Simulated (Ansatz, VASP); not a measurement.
**Cd2Ge in VASP and in Ansatz**

```
Cd Ge
1.0
     4.44267    0.00000    0.00000
     0.00000    4.44267    0.00000
     0.00000    0.00000    6.98257
Cd Ge
4 2
Direct
  0.00000 0.00000 0.00000
  0.50000 0.50000 0.00000
  0.50000 0.00000 0.66586
  0.00000 0.50000 0.33414
  0.50000 0.00000 0.27404
  0.00000 0.50000 0.72596
```

Alike in both runs: functional PBE; k mesh 8 × 8 × 6; occupations gaussian, width 0.1 eV; no spin polarisation.

Ansatz relaxed the structure, and its values are those at the end. VASP's run is a single point on that final structure, the one shown.

```csv
,VASP,Ansatz
version,VASP 6.6.1,Ansatz 0.2.0
potentials or method,"VASP PAW PBE potentials, release 64 (Cd, Ge_d), cutoff 520 eV","scalar-relativistic, plane waves, PAW"
valence electrons in the cell,76,108
```

|  | VASP | Ansatz | Ansatz less VASP |
| --- | --- | --- | --- |
| gap on the k mesh at the Fermi level (eV) | none | none | - |
| pressure (GPa) | 0.2 | 0.0 | -0.22 |
| rms of the force components (eV/Å) | 0.003 | 0.004 | +0.0008 |

A gap of «none» marks a metal or a gap that the smearing closes. With one functional, cell and mesh, what is left measures potentials, basis and numerics. VASP's potentials hold 76 valence electrons a cell and Ansatz's 108, so a difference there can come from the potentials and not from the codes.
